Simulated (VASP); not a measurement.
# TaSi (CsCl type) (Pm-3m) in VASP: further runs

The runs below take TaSi (CsCl type) through single point, with PBE.

Program: VASP 6.6.1. These are calculated values, not measurements. Logs are shortened: lines on timing, memory, paths and dates and some standing lists are left out, and cuts for length are marked.

## 1. The cell of the first run

It takes space group Pm-3m (No. 221, cubic). Conventional cell: a = 3.158 Å, b = 3.158 Å, c = 3.158 Å, α = 90.00°, β = 90.00°, γ = 90.00°. Within 3.6 Å of Ta (site symmetry m-3m) lie 8 Si at 2.73 Å and 6 Ta at 3.16 Å. Within 3.6 Å of Si (site symmetry m-3m) lie 8 Ta at 2.73 Å and 6 Si at 3.16 Å.

## 2. Single point, PBE

INCAR

```
SYSTEM = TaSi
  PREC = Accurate
  ENCUT = 520
  EDIFF = 1E-6
  ISMEAR = -1
  SIGMA = 0.05
  LREAL = .False.
  LASPH = .True.
  NELM = 60
  ALGO = Normal
  ISIF = 2
  LWAVE = .False.
  LCHARG = .False.
  GGA = PE
  NBANDS = 14
```

KPOINTS

```
Automatic mesh
0
Gamma
  13 13 13
  0 0 0
```

POSCAR

```
TaSi
1.0
    3.1579672874      0.0000000000      0.0000000000
    0.0000000000      3.1579672874      0.0000000000
    0.0000000000      0.0000000000      3.1579672874
Ta Si
1 1
Direct
    0.0000000000      0.0000000000      0.0000000000
    0.5000000000      0.5000000000      0.5000000000
```

Potentials or basis: VASP PAW PBE potentials, release 64 (Ta_pv, Si).

On the command line:

```sh
$ cat potpaw_PBE.64/Ta_pv/POTCAR potpaw_PBE.64/Si/POTCAR > POTCAR
$ mpirun -np 1 vasp_std > vasp.out
```

OUTCAR:

```text
SYSTEM = TaSi
   PREC = Accurate
   ENCUT = 520
   EDIFF = 1E-6
   ISMEAR = -1
   LREAL = .False.
   LASPH = .True.
   NELM = 60
   ISIF = 2
   GGA = PE

 ion  position               nearest neighbor table
   1  0.000  0.000  0.000-   2 2.73   2 2.73   2 2.73   2 2.73   2 2.73   2 2.73   2 2.73   2 2.73

   2  0.500  0.500  0.500-   1 2.73   1 2.73   1 2.73   1 2.73   1 2.73   1 2.73   1 2.73   1 2.73

  LATTYP: Found a simple cubic cell.
 ALAT       =     3.1579672874

  Lattice vectors:

 A1 = (   3.1579672874,   0.0000000000,   0.0000000000)
 A2 = (   0.0000000000,   3.1579672874,   0.0000000000)
 A3 = (   0.0000000000,   0.0000000000,   3.1579672874)

Analysis of symmetry for initial positions (statically):
=====================================================================
 Subroutine PRICEL returns:
 Original cell was already a primitive cell.

 Routine SETGRP: Setting up the symmetry group for a
 simple cubic supercell.

 Subroutine GETGRP returns: Found 48 space group operations
 (whereof 48 operations were pure point group operations)
 out of a pool of 48 trial point group operations.

The static configuration has the point symmetry O_h .

Analysis of symmetry for dynamics (positions and initial velocities):
=====================================================================
 Subroutine PRICEL returns:
 Original cell was already a primitive cell.

 Routine SETGRP: Setting up the symmetry group for a
 simple cubic supercell.

 Subroutine GETGRP returns: Found 48 space group operations
 (whereof 48 operations were pure point group operations)
 out of a pool of 48 trial point group operations.

The dynamic configuration has the point symmetry O_h .

 Subroutine INISYM returns: Found 48 space group operations
 (whereof 48 operations are pure point group operations),
 and found     1 'primitive' translations

----------------------------------------------------------------------------------------

                                     Primitive cell

  volume of cell :      31.4936

  direct lattice vectors                    reciprocal lattice vectors
     3.157967287  0.000000000  0.000000000     0.316659392  0.000000000  0.000000000
     0.000000000  3.157967287  0.000000000     0.000000000  0.316659392  0.000000000
     0.000000000  0.000000000  3.157967287     0.000000000  0.000000000  0.316659392

  length of vectors
     3.157967287  3.157967287  3.157967287     0.316659392  0.316659392  0.316659392

  position of ions in fractional coordinates (direct lattice)
     0.000000000  0.000000000  0.000000000
     0.500000000  0.500000000  0.500000000

  ion indices of the primitive-cell ions
   primitive index   ion index
                 1           1
                 2           2

----------------------------------------------------------------------------------------

 KPOINTS: Automatic mesh

Automatic generation of k-mesh.
 Grid dimensions read from file:
 generate k-points for:   13   13   13

 Generating k-lattice:

  Cartesian coordinates                     Fractional coordinates (reciprocal lattice)
     0.024358415  0.000000000  0.000000000     0.076923077  0.000000000  0.000000000
     0.000000000  0.024358415  0.000000000     0.000000000  0.076923077  0.000000000
     0.000000000  0.000000000  0.024358415     0.000000000  0.000000000  0.076923077

  Length of vectors
     0.024358415  0.024358415  0.024358415

  Shift w.r.t. Gamma in fractional coordinates (k-lattice)
     0.000000000  0.000000000  0.000000000

 Subroutine IBZKPT returns following result:
 ===========================================

 Found     84 irreducible k-points:

 Following reciprocal coordinates:
            Coordinates               Weight
  0.000000  0.000000  0.000000      1.000000
  0.076923  0.000000  0.000000      6.000000
  0.153846  0.000000  0.000000      6.000000
  0.230769  0.000000  0.000000      6.000000
  0.307692  0.000000  0.000000      6.000000
  0.384615  0.000000  0.000000      6.000000
[... 16 lines left out ...]
  0.307692  0.307692  0.000000     12.000000
  0.384615  0.307692  0.000000     24.000000
 [... further k-points ...]
   k-points           NKPTS =     84   k-points in BZ     NKDIM =     84   number of bands    NBANDS=     14
   number of dos      NEDOS =    301   number of ions     NIONS =      2
   total plane-waves  NPLWV =  13824
   dimension x,y,z NGX =    24 NGY =   24 NGZ =   24
   dimension x,y,z NGXF=    48 NGYF=   48 NGZF=   48
   ions per type =               1   1
   NGX,Y,Z   is equivalent  to a cutoff of  12.63, 12.63, 12.63 a.u.
   NGXF,Y,Z  is equivalent  to a cutoff of  25.27, 25.27, 25.27 a.u.
 SYSTEM =  TaSi
   PREC   = accura    normal or accurate (medium, high low for compatibility)
   ISTART =      0    job   : 0-new  1-cont  2-samecut
   ICHARG =      2    charge: 1-file 2-atom 10-const
   ISPIN  =      1    spin polarized calculation?
   LNONCOLLINEAR =      F non collinear calculations
   LSORBIT =      F    spin-orbit coupling
   LASPH  =      T    aspherical Exc in radial PAW
   ENCUT  =  520.0 eV  38.22 Ry    6.18 a.u.   5.87  5.87  5.87*2*pi/ulx,y,z
   NELM   =     60;   NELMIN=  2; NELMDL= -5     # of ELM steps
   EDIFF  = 0.1E-05   stopping-criterion for ELM
   LREAL  =      F    real-space projection
   EDIFFG = 0.1E-04   stopping-criterion for IOM
   NSW    =      0    number of steps for IOM
   IBRION =     -1    ionic relax: 0-MD 1-quasi-New 2-CG
   NFREE  =      0    steps in history (QN), initial steepest desc. (CG)
   ISIF   =      2    stress and relaxation
   ISYM   =      2    0-nonsym 1-usesym 2-fastsym
   POTIM  = 0.5000    time-step for ionic-motion
   TEBEG  =    0.0;   TEEND  =   0.0 temperature during run
   PSTRESS=    0.0 pullay stress
   NELECT =      15.0000    total number of electrons
   NUPDOWN=      -1.0000    fix difference up-down
   EMIN   =  10.00;   EMAX   =-10.00  energy-range for DOS
   EFERMI =   0.00;   METHOD = LEGACY
   ISMEAR =    -1;   SIGMA  =   0.05  broadening in eV -4-tet -1-fermi 0-gaus
   EFERMI_NEDOS =   21; number of points for ismear=-14 and -15
   IALGO  =     38    algorithm
   IMIX   =      4    mixing-type and parameters
     AMIX     =   0.40;   BMIX     =  1.00
     AMIX_MAG =   1.60;   BMIX_MAG =  1.00
  volume/ion in A,a.u.               =      15.75       106.26
  Fermi-wavevector in a.u.,A,eV,Ry     =   1.278491  2.415997 22.239251  1.634539
  Thomas-Fermi vector in A             =   2.411031
   LORBIT       =      0    0 simple, 1 ext, 2 COOP (PROOUT), +10 PAW based schemes
   GGA     = PE    functional components
   LHFCALC =     F    Hartree Fock is set to
   AEXX    =    0.0000 exact exchange contribution
   IVDW    =     0    specifies the selected vdW correction
   LEPSILON=     F    determine dielectric tensor
   LRPA    =     F    only Hartree local field effects (RPA)
 non-spin polarized calculation
  energy-cutoff  :      520.00
  volume of cell :       31.49
 maximum number of plane-waves:       868
 NGX is ok and might be reduce to    24
   NGX = 11   NGY = 11   NGZ = 11

 number of electron      14.9999997 magnetization

 Free energy of the ion-electron system (eV)
  ---------------------------------------------------
  ext. energy  EPLUGINS =         0.00000000
  ---------------------------------------------------
  free energy    TOTEN  =       -17.39551689 eV

  energy without entropy =      -17.38078485  energy(sigma->0) =      -17.38815087

 E-fermi :   7.9665     XC(G=0): -12.1245

 val. band max:        7.9643959361   @ k =   0.2308   0.1538   0.0769
 cond. band min:       7.9810931999   @ k =   0.4615   0.3077   0.0769
 fundamental gap:      0.0166972638
 Fermi energy:         7.9664653073

 k-point     1 :       0.0000    0.0000    0.0000
  band No.  band energies     occupation
      1     -26.1081      2.00000
      2     -26.1081      2.00000
      3     -26.1081      2.00000
      4      -3.8839      2.00000
      5       5.2329      2.00000
      6       5.2329      2.00000
      7      10.2216      0.00000
      8      10.2216      0.00000
      9      10.2216      0.00000
     10      10.7479      0.00000
     11      10.7479      0.00000
     12      10.7479      0.00000
     13      15.8808      0.00000
     14      18.4750      0.00000

 k-point     2 :       0.0769    0.0000    0.0000
  band No.  band energies     occupation
      1     -26.1286      2.00000
      2     -26.1062      2.00000
      3     -26.1062      2.00000
      4      -3.7745      2.00000
      5       5.1762      2.00000
      6       5.2885      2.00000
      7       9.5568      0.00000
      8       9.5568      0.00000
      9       9.9706      0.00000
     10      10.7778      0.00000
     11      11.4588      0.00000
     12      11.4588      0.00000
     13      16.2590      0.00000
     14      18.0166      0.00000

 k-point     3 :       0.1538    0.0000    0.0000
  band No.  band energies     occupation
      1     -26.1852      2.00000
      2     -26.1012      2.00000
      3     -26.1012      2.00000
      4      -3.4523      2.00000
      5       4.8849      2.00000
      6       5.4500      2.00000
      7       8.7629      0.00000
      8       8.7629      0.00000
      9       9.6504      0.00000
     10      10.8624      0.00000
     11      12.4009      0.00000
     12      12.4009      0.00000
     13      16.8978      0.00000
     14      16.9745      0.00000
[... 324 lines left out ...]
 k-point    23 :       0.3077    0.3077    0.0000
  band No.  band energies     occupation
      1     -26.3209      2.00000
      2     -26.3110      2.00000
      3     -26.0654      2.00000
      4      -1.0757      2.00000
      5       3.3817      2.00000
      6       4.8634      2.00000
      7       7.2241      2.00000
      8       7.9973      0.70110
      9       9.1150      0.00000
     10      11.8062      0.00000
     11      12.1669      0.00000
     12      14.9464      0.00000
     13      15.6242      0.00000
     14      17.9341      0.00000

 k-point    24 :       0.3846    0.3077    0.0000
  band No.  band energies     occupation
      1     -26.3811      2.00000
      2     -26.3069      2.00000
      3     -26.0593      2.00000
      4      -0.6139      2.00000
      5       2.9773      2.00000
      6       4.9725      2.00000
      7       7.0032      2.00000
      8       7.9385      1.27224
      9       9.0531      0.00000
     10      12.1889      0.00000
     11      12.6191      0.00000
     12      14.4302      0.00000
     13      14.9407      0.00000
     14      17.6049      0.00000

 [... further k-points ...]
[... 5 lines left out ...]
  --------------------------------------------------------------------------------------
  -------------------------------------------------------------------------------------
  Total       -0.1620677     -0.1620677     -0.1620677      0.0000000     -0.0000000      0.0000000
  in kB       -8.2448788     -8.2448788     -8.2448788      0.0000000     -0.0000000      0.0000000
  external PRESSURE =      -8.2448788 kB  Pullay stress =       0.0000000 kB

 VOLUME and BASIS-vectors are now :
 -----------------------------------------------------------------------------
  energy-cutoff  :      520.00
  volume of cell :       31.49
      direct lattice vectors                 reciprocal lattice vectors
     3.157967287  0.000000000  0.000000000     0.316659392  0.000000000  0.000000000
     0.000000000  3.157967287  0.000000000     0.000000000  0.316659392  0.000000000
     0.000000000  0.000000000  3.157967287     0.000000000  0.000000000  0.316659392

 POSITION                                       TOTAL-FORCE (eV/Angst)
 -----------------------------------------------------------------------------------
      0.00000      0.00000      0.00000         0.000000      0.000000      0.000000
      1.57898      1.57898      1.57898         0.000000      0.000000      0.000000
 -----------------------------------------------------------------------------------
    total drift:                                0.000000      0.000000      0.000000

  FREE ENERGIE OF THE ION-ELECTRON SYSTEM (eV)
  ---------------------------------------------------
  free  energy   TOTEN  =       -17.3955168896 eV

  energy  without entropy=      -17.3807848477  energy(sigma->0) =      -17.38815087
```

Wall time 10 s (1 thread of Intel Xeon Platinum 8559C (Emerald Rapids), shared host); peak memory 0.16 GiB.

Results:

| Property | Result |
| --- | --- |
| Free energy | -17.3955 eV |
| Pressure | -0.8 GPa |

Caveat: spin-orbit coupling is left out, which moves the levels of the heavy elements.

## 3. Single point, PBE

INCAR

```
SYSTEM = TaSi
PREC = Accurate ; ENCUT = 520
EDIFF = 1E-6 ; ISMEAR = -1
SIGMA = 0.05 ; LREAL = .FALSE.
LASPH = .TRUE. ; NELM = 60
ALGO = Normal ; ISIF = 2
LWAVE = .FALSE. ; LCHARG = .FALSE.
GGA = PE ; NBANDS = 14
```

KPOINTS

```
regular mesh
0
G
  13 13 13
  0 0 0
```

POSCAR

```
TaSi
1.0
    3.1575638990      0.0000000000      0.0000000000
    0.0000000000      3.1575638990      0.0000000000
    0.0000000000      0.0000000000      3.1575638990
Ta Si
1 1
Direct
    0.0000000000      0.0000000000      0.0000000000
    0.5000000000      0.5000000000      0.5000000000
```

Potentials or basis: VASP PAW PBE potentials, release 64 (Ta_pv, Si).

On the command line:

```sh
$ cat potpaw_PBE.64/Ta_pv/POTCAR potpaw_PBE.64/Si/POTCAR > POTCAR
$ mpirun -np 1 vasp_std > vasp.out
```

Run time: 10 s. Hardware: 1 thread of Intel Xeon Platinum 8559C (Emerald Rapids), shared host; peak memory 0.16 GiB.

The run converged. Its results:

- Free energy: -17.3956 eV
- Pressure: -0.8 GPa

Levels at points of the mesh, in eV from the Fermi level:
```tsv
k point	band 5	band 6	band 7	band 8	band 9	band 10
(0.00, 0.00, 0.00)	-2.74	-2.74	2.26	2.26	2.26	2.78
```

Caveat: spin-orbit coupling is left out, which moves the levels of the heavy elements.
